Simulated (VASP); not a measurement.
# CuI (Pmmn) in VASP: a series of runs

CuI is run at these levels: PBEsol; tasks: single point.

Program: VASP 6.6.1. These are calculated values, not measurements. Logs are shortened: lines on timing, memory, paths and dates and some standing lists are left out, and cuts for length are marked.

## (1) The cell of the first run

The structure is orthorhombic, space group Pmmn (No. 59). The conventional cell has a = 4.012 Å, b = 4.082 Å, c = 6.394 Å, α = 90.00°, β = 90.00°, γ = 90.00°. Within 3.5 Å of Cu (site symmetry mm2) lie 4 I at 2.62 to 2.63 Å and 4 Cu at 2.86 Å. Within 3.5 Å of I (site symmetry mm2) lie 4 Cu at 2.62 to 2.63 Å.

## (2) Single point, PBEsol (uniaxial strain along a: +2.0 %, then relaxed in part)

Contents of INCAR:

```
SYSTEM = CuI
PREC     = Accurate       ! precision mode
ENCUT    = 520            ! plane-wave cutoff, eV
EDIFF    = 1E-6           ! SCF threshold, eV
ISMEAR   = 0              ! smearing method
SIGMA    = 0.02           ! smearing width, eV
LREAL    = .FALSE.        ! projectors in reciprocal space
LASPH    = .TRUE.         ! aspherical terms in the spheres
NELM     = 100            ! most SCF steps
ALGO     = Normal         ! electronic algorithm
ISIF     = 2              ! what is computed and relaxed
LWAVE    = .FALSE.        ! write WAVECAR
LCHARG   = .FALSE.        ! write CHGCAR
GGA      = PS             ! functional
NBANDS   = 26             ! bands
```

Contents of KPOINTS:

```
Automatic mesh
0
G
  8 8 4
  0 0 0
```

Contents of POSCAR:

```
CuI
1.0
    4.0820212332      0.0000000000      0.0000000000
    0.0000000000      4.0122520931      0.0000000000
    0.0000000000      0.0000000000      6.3944292391
Cu I
2 2
Direct
    0.5000000000      0.5000000000     -0.0029259991
    0.0000000000      0.0000000000      0.0029259991
    0.5000000000      0.0000000000      0.2612475147
    0.0000000000      0.5000000000      0.7387524853
```

Potentials or basis: VASP PAW PBE potentials, release 64 (Cu, I).

The run is started by

```sh
> cat potpaw_PBE.64/Cu/POTCAR potpaw_PBE.64/I/POTCAR > POTCAR
> mpirun -np 1 vasp_std > vasp.out
```

OUTCAR:

```text
SYSTEM = CuI
   PREC = Accurate
   ENCUT = 520
   EDIFF = 1E-6
   ISMEAR = 0
   LREAL = .FALSE.
   LASPH = .TRUE.
   NELM = 100
   ISIF = 2
   GGA = PS

 ion  position               nearest neighbor table
   1  0.500  0.500  0.997-   3 2.62   3 2.62   4 2.63   4 2.63
   2  0.000  0.000  0.003-   4 2.62   4 2.62   3 2.63   3 2.63
   3  0.500  0.000  0.261-   1 2.62   1 2.62   2 2.63   2 2.63
   4  0.000  0.500  0.739-   2 2.62   2 2.62   1 2.63   1 2.63

  LATTYP: Found a simple orthorhombic cell.
 ALAT       =     4.0122520931
 B/A-ratio  =     1.0173890220
 C/A-ratio  =     1.5937256909

  Lattice vectors:

 A1 = (   0.0000000000,  -4.0122520931,   0.0000000000)
 A2 = (   4.0820212332,   0.0000000000,   0.0000000000)
 A3 = (   0.0000000000,   0.0000000000,   6.3944292391)

Analysis of symmetry for initial positions (statically):
=====================================================================
 Subroutine PRICEL returns:
 Original cell was already a primitive cell.

 Routine SETGRP: Setting up the symmetry group for a
 simple orthorhombic supercell.

 Subroutine GETGRP returns: Found  8 space group operations
 (whereof  4 operations were pure point group operations)
 out of a pool of  8 trial point group operations.

The static configuration has the point symmetry C_2v.
 The point group associated with its full space group is D_2h.

Analysis of symmetry for dynamics (positions and initial velocities):
=====================================================================
 Subroutine PRICEL returns:
 Original cell was already a primitive cell.

 Routine SETGRP: Setting up the symmetry group for a
 simple orthorhombic supercell.

 Subroutine GETGRP returns: Found  8 space group operations
 (whereof  4 operations were pure point group operations)
 out of a pool of  8 trial point group operations.

The dynamic configuration has the point symmetry C_2v.
 The point group associated with its full space group is D_2h.

 Subroutine INISYM returns: Found  8 space group operations
 (whereof  4 operations are pure point group operations),
 and found     1 'primitive' translations

----------------------------------------------------------------------------------------

                                     Primitive cell

  volume of cell :     104.7286

  direct lattice vectors                    reciprocal lattice vectors
     4.082021233  0.000000000  0.000000000     0.244976678  0.000000000  0.000000000
     0.000000000  4.012252093  0.000000000     0.000000000  0.249236583  0.000000000
     0.000000000  0.000000000  6.394429239     0.000000000  0.000000000  0.156386123

  length of vectors
     4.082021233  4.012252093  6.394429239     0.244976678  0.249236583  0.156386123

  position of ions in fractional coordinates (direct lattice)
     0.500000000  0.500000000  0.997074001
     0.000000000  0.000000000  0.002925999
     0.500000000  0.000000000  0.261247515
     0.000000000  0.500000000  0.738752485

  ion indices of the primitive-cell ions
   primitive index   ion index
                 1           1
                 2           2
                 3           3
                 4           4

----------------------------------------------------------------------------------------

 KPOINTS: Automatic mesh

Automatic generation of k-mesh.
 Grid dimensions read from file:
 generate k-points for:    8    8    4

 Generating k-lattice:

  Cartesian coordinates                     Fractional coordinates (reciprocal lattice)
     0.030622085  0.000000000  0.000000000     0.125000000  0.000000000  0.000000000
     0.000000000  0.031154573  0.000000000     0.000000000  0.125000000  0.000000000
     0.000000000  0.000000000  0.039096531     0.000000000  0.000000000  0.250000000

  Length of vectors
     0.030622085  0.031154573  0.039096531

  Shift w.r.t. Gamma in fractional coordinates (k-lattice)
     0.000000000  0.000000000  0.000000000

 Subroutine IBZKPT returns following result:
 ===========================================

 Found     75 irreducible k-points:

 Following reciprocal coordinates:
            Coordinates               Weight
  0.000000  0.000000  0.000000      1.000000
  0.125000  0.000000  0.000000      2.000000
  0.250000  0.000000  0.000000      2.000000
  0.375000  0.000000  0.000000      2.000000
  0.500000  0.000000  0.000000      1.000000
  0.000000  0.125000  0.000000      2.000000
[... 16 lines left out ...]
  0.250000  0.500000  0.000000      2.000000
  0.375000  0.500000  0.000000      2.000000
 [... further k-points ...]
   k-points           NKPTS =     75   k-points in BZ     NKDIM =     75   number of bands    NBANDS=     26
   number of dos      NEDOS =    301   number of ions     NIONS =      4
   total plane-waves  NPLWV =  43200
   dimension x,y,z NGX =    30 NGY =   30 NGZ =   48
   dimension x,y,z NGXF=    60 NGYF=   60 NGZF=   96
   ions per type =               2   2
   NGX,Y,Z   is equivalent  to a cutoff of  12.22, 12.43, 12.48 a.u.
   NGXF,Y,Z  is equivalent  to a cutoff of  24.44, 24.86, 24.96 a.u.
 SYSTEM =  CuI
   PREC   = accura    normal or accurate (medium, high low for compatibility)
   ISTART =      0    job   : 0-new  1-cont  2-samecut
   ICHARG =      2    charge: 1-file 2-atom 10-const
   ISPIN  =      1    spin polarized calculation?
   LNONCOLLINEAR =      F non collinear calculations
   LSORBIT =      F    spin-orbit coupling
   LASPH  =      T    aspherical Exc in radial PAW
   ENCUT  =  520.0 eV  38.22 Ry    6.18 a.u.   7.59  7.46 11.89*2*pi/ulx,y,z
   NELM   =    100;   NELMIN=  2; NELMDL= -5     # of ELM steps
   EDIFF  = 0.1E-05   stopping-criterion for ELM
   LREAL  =      F    real-space projection
   EDIFFG = 0.1E-04   stopping-criterion for IOM
   NSW    =      0    number of steps for IOM
   IBRION =     -1    ionic relax: 0-MD 1-quasi-New 2-CG
   NFREE  =      0    steps in history (QN), initial steepest desc. (CG)
   ISIF   =      2    stress and relaxation
   ISYM   =      2    0-nonsym 1-usesym 2-fastsym
   POTIM  = 0.5000    time-step for ionic-motion
   TEBEG  =    0.0;   TEEND  =   0.0 temperature during run
   PSTRESS=    0.0 pullay stress
   NELECT =      36.0000    total number of electrons
   NUPDOWN=      -1.0000    fix difference up-down
   EMIN   =  10.00;   EMAX   =-10.00  energy-range for DOS
   EFERMI =   0.00;   METHOD = LEGACY
   ISMEAR =     0;   SIGMA  =   0.02  broadening in eV -4-tet -1-fermi 0-gaus
   EFERMI_NEDOS =   21; number of points for ismear=-14 and -15
   IALGO  =     38    algorithm
   IMIX   =      4    mixing-type and parameters
     AMIX     =   0.40;   BMIX     =  1.00
     AMIX_MAG =   1.60;   BMIX_MAG =  1.00
  volume/ion in A,a.u.               =      26.18       176.69
  Fermi-wavevector in a.u.,A,eV,Ry     =   1.146799  2.167136 17.893669  1.315148
  Thomas-Fermi vector in A             =   2.283482
   LORBIT       =      0    0 simple, 1 ext, 2 COOP (PROOUT), +10 PAW based schemes
   GGA     = PS    functional components
   LHFCALC =     F    Hartree Fock is set to
   AEXX    =    0.0000 exact exchange contribution
   IVDW    =     0    specifies the selected vdW correction
   LEPSILON=     F    determine dielectric tensor
   LRPA    =     F    only Hartree local field effects (RPA)
 non-spin polarized calculation
 Gauss-broadening in eV      SIGMA  =   0.02
  energy-cutoff  :      520.00
  volume of cell :      104.73
 maximum number of plane-waves:      2852
   NGX = 15   NGY = 15   NGZ = 23

 number of electron      35.9999988 magnetization

 Free energy of the ion-electron system (eV)
  ---------------------------------------------------
  ext. energy  EPLUGINS =         0.00000000
  ---------------------------------------------------
  free energy    TOTEN  =       -12.64154045 eV

  energy without entropy =      -12.64154045  energy(sigma->0) =      -12.64154045

 E-fermi :   4.9055     XC(G=0):  -9.3992

 val. band max:        4.8127606308   @ k =   0.0000   0.0000   0.0000
 cond. band min:       6.3178682807   @ k =   0.0000   0.0000   0.0000
 fundamental gap:      1.5051076499
 Fermi energy:         4.9054693017

 k-point     1 :       0.0000    0.0000    0.0000
  band No.  band energies     occupation
      1      -9.3523      2.00000
      2      -8.5707      2.00000
      3      -1.2575      2.00000
      4       0.8643      2.00000
      5       1.0080      2.00000
      6       1.0944      2.00000
[... 18 lines left out ...]
     25      13.3201      0.00000
     26      13.3734      0.00000

 k-point     2 :       0.1250    0.0000    0.0000
  band No.  band energies     occupation
      1      -9.2907      2.00000
      2      -8.5585      2.00000
      3      -1.1528      2.00000
      4       0.8218      2.00000
      5       0.8229      2.00000
      6       1.0328      2.00000
[... 18 lines left out ...]
     25      13.2692      0.00000
     26      13.6166      0.00000

 k-point     3 :       0.2500    0.0000    0.0000
  band No.  band energies     occupation
      1      -9.1230      2.00000
      2      -8.5424      2.00000
      3      -0.8653      2.00000
      4       0.2296      2.00000
      5       0.3789      2.00000
      6       0.9211      2.00000
[... 18 lines left out ...]
     25      12.2328      0.00000
     26      12.7984      0.00000

 k-point     4 :       0.3750    0.0000    0.0000
  band No.  band energies     occupation
      1      -8.8998      2.00000
      2      -8.5732      2.00000
      3      -0.5687      2.00000
      4      -0.3412      2.00000
      5       0.0734      2.00000
      6       0.7601      2.00000
[... 18 lines left out ...]
     25      11.7090      0.00000
     26      11.9512      0.00000
[... 496 lines left out ...]
      1      -8.6206      2.00000
      2      -8.6206      2.00000
      3      -0.5700      2.00000
      4      -0.5700      2.00000
      5       0.4400      2.00000
      6       0.4400      2.00000
[... 18 lines left out ...]
     25      12.6641      0.00000
     26      12.6641      0.00000

 k-point    23 :       0.2500    0.5000    0.0000
  band No.  band energies     occupation
      1      -8.5235      2.00000
      2      -8.5235      2.00000
      3      -0.6677      2.00000
      4      -0.6677      2.00000
      5       0.6184      2.00000
      6       0.6184      2.00000
[... 18 lines left out ...]
     25      13.0967      0.00000
     26      13.0967      0.00000

 k-point    24 :       0.3750    0.5000    0.0000
  band No.  band energies     occupation
      1      -8.4205      2.00000
      2      -8.4205      2.00000
      3      -0.8568      2.00000
      4      -0.8568      2.00000
      5       0.8382      2.00000
      6       0.8382      2.00000
[... 18 lines left out ...]
     25      13.7263      0.00000
     26      13.7263      0.00000

 [... further k-points ...]
[... 5 lines left out ...]
  --------------------------------------------------------------------------------------
  -------------------------------------------------------------------------------------
  Total       -0.5369907      0.1103580      0.1048126      0.0000000      0.0000000      0.0000000
  in kB       -8.2150860      1.6882985      1.6034633      0.0000000      0.0000000      0.0000000
  external PRESSURE =      -1.6411081 kB  Pullay stress =       0.0000000 kB

 VOLUME and BASIS-vectors are now :
 -----------------------------------------------------------------------------
  energy-cutoff  :      520.00
  volume of cell :      104.73
      direct lattice vectors                 reciprocal lattice vectors
     4.082021233  0.000000000  0.000000000     0.244976678  0.000000000  0.000000000
     0.000000000  4.012252093  0.000000000     0.000000000  0.249236583  0.000000000
     0.000000000  0.000000000  6.394429239     0.000000000  0.000000000  0.156386123

 POSITION                                       TOTAL-FORCE (eV/Angst)
 -----------------------------------------------------------------------------------
      2.04101      2.00613      6.37572         0.000000      0.000000      0.000324
      0.00000      0.00000      0.01871         0.000000      0.000000     -0.000324
      2.04101      0.00000      1.67053         0.000000      0.000000      0.021705
      0.00000      2.00613      4.72390         0.000000      0.000000     -0.021705
 -----------------------------------------------------------------------------------
    total drift:                                0.000000      0.000000      0.000000

  FREE ENERGIE OF THE ION-ELECTRON SYSTEM (eV)
  ---------------------------------------------------
  free  energy   TOTEN  =       -12.6415404508 eV

  energy  without entropy=      -12.6415404508  energy(sigma->0) =      -12.64154045
```

Run time: 89 s. Hardware: 1 thread of Intel Xeon 6975P-C (Granite Rapids), shared host; peak memory 0.31 GiB.

What came out:

```
Free energy            : -12.6415 eV
Pressure               : -0.2 GPa
Largest force          : 0.022 eV/Å
Band gap on the k mesh : 1.51 eV, direct
```

Forces on the atoms (eV/Å):
```
Cu   0.000  0.000  0.000
Cu   0.000  0.000  0.000
I    0.000  0.000  0.022
I    0.000  0.000 -0.022
```

Caveat: the cell differs from its parent crystal (uniaxial strain along a: +2.0 %, then relaxed in part); the PAW data sets were made with another functional, which shifts forces and pressure a little; spin-orbit coupling is left out, which moves the levels of the heavy elements; this functional lacks dispersion, which binds the layers, so the pressure and a relaxed spacing across them are unreliable.

## (3) Single point, PBEsol (uniaxial strain along a: +2.0 %)

Contents of INCAR:

```
  ALGO = Normal
  EDIFF = 1E-7
  ENCUT = 520
  GGA = PS
  ISIF = 2
  ISMEAR = 0
  LASPH = True
  LCHARG = True
  LELF = True
  LREAL = False
  LVHAR = True
  LWAVE = False
  NBANDS = 26
  NELM = 60
  PREC = Accurate
  SIGMA = 0.02
```

Contents of KPOINTS:

```
k-points
0
Gamma
  8 8 4
```

Contents of POSCAR:

```
CuI
1.0
    4.0820212332      0.0000000000      0.0000000000
    0.0000000000      3.9819716931      0.0000000000
    0.0000000000      0.0000000000      6.4481181526
Cu I
2 2
Direct
    0.5000000000      0.5000000000      0.0000000000
    0.0000000000      0.0000000000      0.0000000000
    0.5000000000      0.0000000000      0.2615208265
    0.0000000000      0.5000000000      0.7384791735
```

Potentials or basis: VASP PAW PBE potentials, release 64 (Cu, I).

The run is started by

```sh
> cat potpaw_PBE.64/Cu/POTCAR potpaw_PBE.64/I/POTCAR > POTCAR
> mpirun -np 1 vasp_std > vasp.out
```

Wall time 97 s (1 thread of Intel Xeon 6975P-C (Granite Rapids), shared host); peak memory 0.31 GiB.

It converged, with:

```yaml
Free_energy: -12.6380 eV
Pressure: -0.3 GPa
Largest_force: 0.081 eV/Å
Band_gap_on_the_k_mesh: 1.47 eV, direct
```

Forces in eV/Å, atoms in the order of the input:
```
Cu   0.000  0.000 -0.081
Cu   0.000  0.000  0.081
I    0.000  0.000 -0.027
I    0.000  0.000  0.027
```

Stress tensor (GPa, compression positive):
```
-1.32  0.00  0.00
 0.00  0.65  0.00
 0.00  0.00 -0.16
```

Levels at points of the mesh, in eV from the valence-band top:
| k point | band 15 | band 16 | band 17 | band 18 | band 19 | band 20 | band 21 | band 22 |
| --- | --- | --- | --- | --- | --- | --- | --- | --- |
| (0.00, 0.00, 0.00) | -1.31 | -0.95 | -0.10 | 0.00 | 1.47 | 2.93 | 3.31 | 4.66 |
| (0.50, 0.00, 0.00) | -1.31 | -1.31 | -0.51 | -0.51 | 3.71 | 3.71 | 4.81 | 4.81 |
| (0.00, 0.50, 0.00) | -1.27 | -1.27 | -0.60 | -0.60 | 3.56 | 3.56 | 4.76 | 4.76 |
| (0.50, 0.50, 0.00) | -1.86 | -1.86 | -1.23 | -1.23 | 2.46 | 2.46 | 2.59 | 2.59 |
| (0.00, 0.00, 0.50) | -1.38 | -1.31 | -0.45 | -0.34 | 3.16 | 3.25 | 3.47 | 4.21 |
| (0.50, 0.00, 0.50) | -0.87 | -0.87 | -0.48 | -0.48 | 2.14 | 2.14 | 5.08 | 5.08 |
| (0.00, 0.50, 0.50) | -0.86 | -0.86 | -0.58 | -0.58 | 2.09 | 2.09 | 5.00 | 5.00 |
| (0.50, 0.50, 0.50) | -1.86 | -1.86 | -1.13 | -1.13 | 3.93 | 3.93 | 4.06 | 4.06 |

Caveat: the cell differs from its parent crystal (uniaxial strain along a: +2.0 %); the PAW data sets were made with another functional, which shifts forces and pressure a little; spin-orbit coupling is left out, which moves the levels of the heavy elements; this functional lacks dispersion, which binds the layers, so the pressure and a relaxed spacing across them are unreliable. A k mesh can miss the band edges.

## (4) Single point, PBEsol (uniaxial strain along a: +4.0 %, then relaxed in part)

Contents of INCAR:

```
SYSTEM = CuI
PREC = Accurate
ENCUT = 520
EDIFF = 1E-7
ISMEAR = 0
SIGMA = 0.02
LREAL = .FALSE.
LASPH = .TRUE.
NELM = 100
ALGO = Normal
ISIF = 2
LWAVE = .FALSE.
LCHARG = .FALSE.
GGA = PS
NBANDS = 26
```

Contents of KPOINTS:

```
regular mesh
0
G
  8 8 4
  0 0 0
```

Contents of POSCAR:

```
CuI
1.0
    4.1620608652      0.0000000000      0.0000000000
    0.0000000000      4.0218504492      0.0000000000
    0.0000000000      0.0000000000      6.3088525958
Cu I
2 2
Direct
    0.5000000000      0.5000000000     -0.0056794541
    0.0000000000      0.0000000000      0.0056794541
    0.5000000000      0.0000000000      0.2610529775
    0.0000000000      0.5000000000      0.7389470225
```

The run is started by

```sh
> cat potpaw_PBE.64/Cu/POTCAR potpaw_PBE.64/I/POTCAR > POTCAR
> mpirun -np 1 vasp_std > vasp.out
```

Run time: 2.7 min. Hardware: 1 thread of AMD EPYC 7R13, shared host; peak memory 0.33 GiB.

The run converged. Its results:

```yaml
Free_energy: -12.6237 eV
Pressure: -0.5 GPa
Largest_force: 0.022 eV/Å
Band_gap_on_the_k_mesh: 1.47 eV, direct
```

Forces in eV/Å, atoms in the order of the input:
```
Cu   0.000  0.000 -0.002
Cu   0.000  0.000  0.002
I    0.000  0.000  0.022
I    0.000  0.000 -0.022
```

Stress tensor (GPa, compression positive):
```
-1.81  0.00  0.00
 0.00  0.13  0.00
 0.00  0.00  0.12
```

Levels at points of the mesh, in eV from the valence-band top:
```tsv
k point	band 15	band 16	band 17	band 18	band 19	band 20	band 21	band 22
(0.00, 0.00, 0.00)	-1.32	-0.81	-0.08	0.00	1.47	2.64	3.23	4.61
(0.50, 0.00, 0.00)	-1.27	-1.27	-0.55	-0.55	3.73	3.73	4.91	4.91
(0.00, 0.50, 0.00)	-1.19	-1.19	-0.61	-0.61	3.47	3.47	4.73	4.73
(0.50, 0.50, 0.00)	-1.80	-1.80	-1.23	-1.23	2.52	2.52	2.64	2.64
(0.00, 0.00, 0.50)	-1.37	-1.32	-0.45	-0.34	2.88	3.30	3.44	4.15
(0.50, 0.00, 0.50)	-0.83	-0.83	-0.51	-0.51	2.26	2.26	5.14	5.14
(0.00, 0.50, 0.50)	-0.76	-0.76	-0.58	-0.58	2.11	2.11	4.93	4.93
(0.50, 0.50, 0.50)	-1.84	-1.84	-1.15	-1.15	4.08	4.08	4.21	4.21
```

Caveat: the cell differs from its parent crystal (uniaxial strain along a: +4.0 %, then relaxed in part); the PAW data sets were made with another functional, which shifts forces and pressure a little; spin-orbit coupling is left out, which moves the levels of the heavy elements; this functional lacks dispersion, which binds the layers, so the pressure and a relaxed spacing across them are unreliable. A k mesh can miss the band edges.

## (5) Summary

```csv
cell,gap on the mesh (eV),pressure (GPa),largest force (eV/Å)
"a = 4.082, b = 4.012, c = 6.394 Å, 4 atoms",1.51,-0.2,0.02
"a = 4.082, b = 3.982, c = 6.448 Å, 4 atoms",1.47,-0.3,0.08
"a = 4.162, b = 4.022, c = 6.309 Å, 4 atoms",1.47,-0.5,0.02
```

Alike in all rows: task single point; level PBEsol; potentials or basis VASP PAW PBE potentials, release 64 (Cu, I); no spin polarisation; k mesh 8 × 8 × 4; cutoff (eV) 520; smearing gaussian 0.02 eV.

Caveats: the PAW data sets were made with another functional, which shifts forces and pressure a little; spin-orbit coupling is left out, which moves the levels of the heavy elements; this functional lacks dispersion, which binds the layers, so the pressure and a relaxed spacing across them are unreliable.

Total energies depend on the potentials used, so only differences within one code and one set of settings carry meaning.
